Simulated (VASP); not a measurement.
Wanted: the native input for a VASP 6.6.1 run.

| Quantity | Value |
| --- | --- |
| Task | single point |
| Functional | r2SCAN |
| Potentials or basis | VASP PAW PBE potentials, release 64 (Bi_d, Pd) |
| Cutoff | 520 eV |
| k mesh | 6 × 6 × 6 |
| Occupations | gaussian, width 0.05 eV |
| Spin | no spin polarisation |
| Dipole correction | no |
| Further INCAR settings | ALGO = Normal; EDIFF = 1e-06; NBANDS = 30 |

The system is BiPd3.

```
Bi Pd
1.0
     0.00000    3.26309    3.26309
     3.26309    0.00000    3.26309
     3.26309    3.26309    0.00000
Bi Pd
1 3
Direct
  0.50000 0.50000 0.50000
  0.75000 0.75000 0.75000
  0.25000 0.25000 0.25000
  0.00000 0.00000 0.00000
```

These files were run (other wordings do the same):

POSCAR

```
BiPd3
1.0
    0.0000000000      3.2630860000      3.2630860000
    3.2630860000      0.0000000000      3.2630860000
    3.2630860000      3.2630860000      0.0000000000
Bi Pd
1 3
Direct
    0.5000000000      0.5000000000      0.5000000000
    0.7500000000      0.7500000000      0.7500000000
    0.2500000000      0.2500000000      0.2500000000
    0.0000000000      0.0000000000      0.0000000000
```

INCAR.step1

```
PREC = Accurate
ENCUT = 520
ISMEAR = 0
SIGMA = 0.05
LREAL = False
LASPH = True
NELM = 100
NBANDS = 30
GGA = PE
ALGO = Normal
EDIFF = 1E-4
LWAVE = True
LCHARG = False
```

INCAR.step2

```
PREC = Accurate
ENCUT = 520
EDIFF = 1E-6
ISMEAR = 0
SIGMA = 0.05
LREAL = False
LASPH = True
NELM = 100
ALGO = Normal
ISIF = 2
LWAVE = False
LCHARG = True
METAGGA = R2SCAN
LMIXTAU = True
LELF = True
LVHAR = True
NBANDS = 30
ISTART = 1
```

KPOINTS

```
Automatic mesh
0
Gamma
  6 6 6
```

Potentials or basis: VASP PAW PBE potentials, release 64 (Bi_d, Pd).

Command:

```sh
$ cat potpaw_PBE.64/Bi_d/POTCAR potpaw_PBE.64/Pd/POTCAR > POTCAR
$ cp INCAR.step1 INCAR
$ mpirun -np 1 vasp_std > vasp.out
$ cp INCAR.step2 INCAR
$ mpirun -np 1 vasp_std > vasp.out
```

It gave:

The pressure is 0.9 GPa.

Caveat: the PAW data sets were made with another functional, which shifts forces and pressure a little.

It used 330 s of CPU time on 1 thread of AMD EPYC 7R13 Processor (Zen 3), on a shared host.
